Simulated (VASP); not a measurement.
# Au (Fm-3m) in VASP: notebook

Au is run at these levels: LDA; tasks: single point, relaxation of cell and atoms.

Program: VASP 6.6.1. These are calculated values, not measurements. Logs are shortened: lines on timing, memory, paths and dates and some standing lists are left out, and cuts for length are marked.

**1. The cell of the first run**

The structure is cubic, space group Fm-3m (No. 225). Conventional cell: a = 4.048 Å, b = 4.048 Å, c = 4.048 Å, α = 90.00°, β = 90.00°, γ = 90.00°. Au (site symmetry m-3m) has 12 Au at 2.86 Å within 3.8 Å.

**2. Single point, LDA**

File INCAR:

```
ALGO = Normal
EDIFF = 1E-6
ENCUT = 520
GGA = CA
ISIF = 2
ISMEAR = 0
LASPH = True
LCHARG = False
LREAL = False
LWAVE = False
NBANDS = 12
NELM = 60
PREC = Accurate
SIGMA = 0.1
```

File KPOINTS:

```
k-points
0
Gamma
  18 18 18
```

File POSCAR:

```
Au
1.0
    0.0000000000      2.0241541095      2.0241541095
    2.0241541095      0.0000000000      2.0241541095
    2.0241541095      2.0241541095      0.0000000000
Au
1
Direct
    0.0000000000      0.0000000000      0.0000000000
```

Potentials or basis: VASP PAW LDA potentials, release 64 (Au).

Started as:

```console
cat potpaw_LDA.64/Au/POTCAR > POTCAR
mpirun -np 1 vasp_std > vasp.out
```

OUTCAR:

```text
EDIFF = 1E-6
   ENCUT = 520
   GGA = CA
   ISIF = 2
   ISMEAR = 0
   LASPH = True
   LREAL = False
   NELM = 60
   PREC = Accurate

 ion  position               nearest neighbor table
   1  0.000  0.000  0.000-

  LATTYP: Found a face centered cubic cell.
 ALAT       =     4.0483082190

  Lattice vectors:

 A1 = (   0.0000000000,   2.0241541095,   2.0241541095)
 A2 = (   2.0241541095,   0.0000000000,   2.0241541095)
 A3 = (   2.0241541095,   2.0241541095,   0.0000000000)

Analysis of symmetry for initial positions (statically):
=====================================================================
 Subroutine PRICEL returns:
 Original cell was already a primitive cell.

 Routine SETGRP: Setting up the symmetry group for a
 face centered cubic supercell.

 Subroutine GETGRP returns: Found 48 space group operations
 (whereof 48 operations were pure point group operations)
 out of a pool of 48 trial point group operations.

The static configuration has the point symmetry O_h .

Analysis of symmetry for dynamics (positions and initial velocities):
=====================================================================
 Subroutine PRICEL returns:
 Original cell was already a primitive cell.

 Routine SETGRP: Setting up the symmetry group for a
 face centered cubic supercell.

 Subroutine GETGRP returns: Found 48 space group operations
 (whereof 48 operations were pure point group operations)
 out of a pool of 48 trial point group operations.

The dynamic configuration has the point symmetry O_h .

 Subroutine INISYM returns: Found 48 space group operations
 (whereof 48 operations are pure point group operations),
 and found     1 'primitive' translations

----------------------------------------------------------------------------------------

                                     Primitive cell

  volume of cell :      16.5867

  direct lattice vectors                    reciprocal lattice vectors
     0.000000000  2.024154109  2.024154109    -0.247016765  0.247016765  0.247016765
     2.024154109  0.000000000  2.024154109     0.247016765 -0.247016765  0.247016765
     2.024154109  2.024154109  0.000000000     0.247016765  0.247016765 -0.247016765

  length of vectors
     2.862586194  2.862586194  2.862586194     0.427845587  0.427845587  0.427845587

  position of ions in fractional coordinates (direct lattice)
     0.000000000  0.000000000  0.000000000

  ion indices of the primitive-cell ions
   primitive index   ion index
                 1           1

----------------------------------------------------------------------------------------

 KPOINTS: k-points

Automatic generation of k-mesh.
 Grid dimensions read from file:
 generate k-points for:   18   18   18

 Generating k-lattice:

  Cartesian coordinates                     Fractional coordinates (reciprocal lattice)
    -0.013723154  0.013723154  0.013723154     0.055555556  0.000000000  0.000000000
     0.013723154 -0.013723154  0.013723154     0.000000000  0.055555556  0.000000000
     0.013723154  0.013723154 -0.013723154     0.000000000  0.000000000  0.055555556

  Length of vectors
     0.023769199  0.023769199  0.023769199

  Shift w.r.t. Gamma in fractional coordinates (k-lattice)
     0.000000000  0.000000000  0.000000000

 Subroutine IBZKPT returns following result:
 ===========================================

 Found    195 irreducible k-points:

 Following reciprocal coordinates:
            Coordinates               Weight
  0.000000  0.000000  0.000000      1.000000
  0.055556  0.000000  0.000000      8.000000
  0.111111  0.000000  0.000000      8.000000
  0.166667  0.000000  0.000000      8.000000
  0.222222  0.000000  0.000000      8.000000
  0.277778  0.000000  0.000000      8.000000
[... 16 lines left out ...]
 -0.277778  0.055556  0.000000     24.000000
 -0.222222  0.055556  0.000000     24.000000
 [... further k-points ...]
   k-points           NKPTS =    195   k-points in BZ     NKDIM =    195   number of bands    NBANDS=     12
   number of dos      NEDOS =    301   number of ions     NIONS =      1
   total plane-waves  NPLWV =  13824
   dimension x,y,z NGX =    24 NGY =   24 NGZ =   24
   dimension x,y,z NGXF=    48 NGYF=   48 NGZF=   48
   ions per type =               1
   NGX,Y,Z   is equivalent  to a cutoff of  13.94, 13.94, 13.94 a.u.
   NGXF,Y,Z  is equivalent  to a cutoff of  27.88, 27.88, 27.88 a.u.
 SYSTEM =  unknown system
   PREC   = accura    normal or accurate (medium, high low for compatibility)
   ISTART =      0    job   : 0-new  1-cont  2-samecut
   ICHARG =      2    charge: 1-file 2-atom 10-const
   ISPIN  =      1    spin polarized calculation?
   LNONCOLLINEAR =      F non collinear calculations
   LSORBIT =      F    spin-orbit coupling
   LASPH  =      T    aspherical Exc in radial PAW
   ENCUT  =  520.0 eV  38.22 Ry    6.18 a.u.   5.32  5.32  5.32*2*pi/ulx,y,z
   NELM   =     60;   NELMIN=  2; NELMDL= -5     # of ELM steps
   EDIFF  = 0.1E-05   stopping-criterion for ELM
   LREAL  =      F    real-space projection
   EDIFFG = 0.1E-04   stopping-criterion for IOM
   NSW    =      0    number of steps for IOM
   IBRION =     -1    ionic relax: 0-MD 1-quasi-New 2-CG
   NFREE  =      0    steps in history (QN), initial steepest desc. (CG)
   ISIF   =      2    stress and relaxation
   ISYM   =      2    0-nonsym 1-usesym 2-fastsym
   POTIM  = 0.5000    time-step for ionic-motion
   TEBEG  =    0.0;   TEEND  =   0.0 temperature during run
   PSTRESS=    0.0 pullay stress
   NELECT =      11.0000    total number of electrons
   NUPDOWN=      -1.0000    fix difference up-down
   EMIN   =  10.00;   EMAX   =-10.00  energy-range for DOS
   EFERMI =   0.00;   METHOD = LEGACY
   ISMEAR =     0;   SIGMA  =   0.10  broadening in eV -4-tet -1-fermi 0-gaus
   EFERMI_NEDOS =   21; number of points for ismear=-14 and -15
   IALGO  =     38    algorithm
   IMIX   =      4    mixing-type and parameters
     AMIX     =   0.40;   BMIX     =  1.00
     AMIX_MAG =   1.60;   BMIX_MAG =  1.00
  volume/ion in A,a.u.               =      16.59       111.93
  Fermi-wavevector in a.u.,A,eV,Ry     =   1.427640  2.697849 27.730810  2.038157
  Thomas-Fermi vector in A             =   2.547788
   LORBIT       =      0    0 simple, 1 ext, 2 COOP (PROOUT), +10 PAW based schemes
   GGA     = CA    functional components
   LHFCALC =     F    Hartree Fock is set to
   AEXX    =    0.0000 exact exchange contribution
   IVDW    =     0    specifies the selected vdW correction
   LEPSILON=     F    determine dielectric tensor
   LRPA    =     F    only Hartree local field effects (RPA)
 non-spin polarized calculation
 Gauss-broadening in eV      SIGMA  =   0.10
  energy-cutoff  :      520.00
  volume of cell :       16.59
 maximum number of plane-waves:       459
 NGX is ok and might be reduce to    24
   NGX = 11   NGY = 11   NGZ = 11

 number of electron      10.9999999 magnetization

 Free energy of the ion-electron system (eV)
  ---------------------------------------------------
  ext. energy  EPLUGINS =         0.00000000
  ---------------------------------------------------
  free energy    TOTEN  =        -4.44606146 eV

  energy without entropy =       -4.44460231  energy(sigma->0) =       -4.44533188

 E-fermi :   9.7297     XC(G=0): -13.1400

 val. band max:        9.7198082261   @ k =   0.5000   0.1667   0.0556
 cond. band min:       9.7435521895   @ k =   0.5000   0.2778   0.1111
 fundamental gap:      0.0237439635
 Fermi energy:         9.7297013111

 k-point     1 :       0.0000    0.0000    0.0000
  band No.  band energies     occupation
      1      -0.4543      2.00000
      2       4.8919      2.00000
      3       4.8919      2.00000
      4       4.8919      2.00000
      5       6.5057      2.00000
      6       6.5057      2.00000
      7      24.1949      0.00000
      8      28.3059      0.00000
      9      28.3059      0.00000
     10      28.3059      0.00000
     11      33.4229      0.00000
     12      38.3092      0.00000

 k-point     2 :       0.0556    0.0000    0.0000
  band No.  band energies     occupation
      1      -0.3436      2.00000
      2       4.8539      2.00000
      3       4.9313      2.00000
      4       4.9313      2.00000
      5       6.4871      2.00000
      6       6.4871      2.00000
      7      24.3340      0.00000
      8      27.6081      0.00000
      9      28.4450      0.00000
     10      28.4450      0.00000
     11      34.0457      0.00000
     12      36.8676      0.00000

 k-point     3 :       0.1111    0.0000    0.0000
  band No.  band energies     occupation
      1      -0.0204      2.00000
      2       4.7573      2.00000
      3       5.0341      2.00000
      4       5.0341      2.00000
      5       6.4490      2.00000
      6       6.4490      2.00000
      7      24.6682      0.00000
      8      26.1412      0.00000
      9      28.8408      0.00000
     10      28.8408      0.00000
     11      33.8546      0.00000
     12      36.2041      0.00000
[... 286 lines left out ...]
 k-point    23 :      -0.2778    0.0556    0.0000
  band No.  band energies     occupation
      1       1.8858      2.00000
      2       4.9216      2.00000
      3       5.1594      2.00000
      4       5.1776      2.00000
      5       6.6954      2.00000
      6       7.2561      2.00000
      7      19.2935      0.00000
      8      24.9805      0.00000
      9      27.8865      0.00000
     10      30.5527      0.00000
     11      31.4851      0.00000
     12      33.0504      0.00000

 k-point    24 :      -0.2222    0.0556    0.0000
  band No.  band energies     occupation
      1       1.3835      2.00000
      2       4.6034      2.00000
      3       5.2138      2.00000
      4       5.2544      2.00000
      5       6.3981      2.00000
      6       6.9082      2.00000
      7      21.4855      0.00000
      8      25.3886      0.00000
      9      28.4958      0.00000
     10      30.6896      0.00000
     11      31.4105      0.00000
     12      32.8195      0.00000

 [... further k-points ...]
[... 5 lines left out ...]
  --------------------------------------------------------------------------------------
  -------------------------------------------------------------------------------------
  Total        0.0531425      0.0531425      0.0531425     -0.0000000     -0.0000000      0.0000000
  in kB        5.1332435      5.1332435      5.1332435     -0.0000000     -0.0000000      0.0000000
  external PRESSURE =       5.1332435 kB  Pullay stress =       0.0000000 kB

 VOLUME and BASIS-vectors are now :
 -----------------------------------------------------------------------------
  energy-cutoff  :      520.00
  volume of cell :       16.59
      direct lattice vectors                 reciprocal lattice vectors
     0.000000000  2.024154109  2.024154109    -0.247016765  0.247016765  0.247016765
     2.024154109  0.000000000  2.024154109     0.247016765 -0.247016765  0.247016765
     2.024154109  2.024154109  0.000000000     0.247016765  0.247016765 -0.247016765

 POSITION                                       TOTAL-FORCE (eV/Angst)
 -----------------------------------------------------------------------------------
      0.00000      0.00000      0.00000         0.000000      0.000000      0.000000
 -----------------------------------------------------------------------------------
    total drift:                               -0.000000      0.000000     -0.000000

  FREE ENERGIE OF THE ION-ELECTRON SYSTEM (eV)
  ---------------------------------------------------
  free  energy   TOTEN  =        -4.4460614555 eV

  energy  without entropy=       -4.4446023137  energy(sigma->0) =       -4.44533188
```

Run time: 19 s. Hardware: 1 thread of AMD EPYC 9R45 (Zen 5), shared host; peak memory 0.13 GiB.

Results:

```
Free energy : -4.4461 eV
Pressure    : 0.5 GPa
```

Levels at points of the mesh, in eV from the Fermi level:
```csv
k point,band 3,band 4,band 5,band 6,band 7,band 8,band 9,band 10
"(0.00, 0.00, 0.00)",-4.84,-4.84,-3.22,-3.22,14.47,18.58,18.58,18.58
"(0.50, 0.00, 0.00)",-4.87,-1.96,-1.96,-1.11,3.22,13.93,17.24,17.24
"(0.50, 0.50, 0.00)",-2.00,-1.62,-1.62,0.91,5.99,10.02,10.02,17.57
```

Caveat: spin-orbit coupling is left out, which moves the levels of the heavy elements.

[end of part 1 of 2]
